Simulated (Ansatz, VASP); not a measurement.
# Two plane-wave programs on I

```
I
1.0
    -2.01230    2.01230    2.01230
     2.01230   -2.01230    2.01230
     2.01230    2.01230   -2.01230
I
1
Cartesian
  0.0000 0.0000 0.0000
```

Alike in both runs: functional PBEsol; k mesh 15 × 15 × 15; occupations methfessel-paxton of order 1, width 0.1 eV; no spin polarisation.

Ansatz relaxed the structure, and its values are those at the end. VASP's run is a single point on that final structure, the one shown.

```csv
,VASP,Ansatz
version,VASP 6.6.1,Ansatz 0.2.0
potentials or method,"VASP PAW PBE potentials, release 64 (I), cutoff 500 eV","plane waves, PAW"
valence electrons in the cell,7,17
```

```csv
,VASP,Ansatz,Ansatz less VASP
pressure (GPa),0.0,0.0,+0.02
```

VASP's potentials were made for PBE, not for PBEsol. VASP's potentials hold 7 valence electrons a cell and Ansatz's 17, so a difference there can come from the potentials and not from the codes.

Spin-orbit coupling is off throughout.
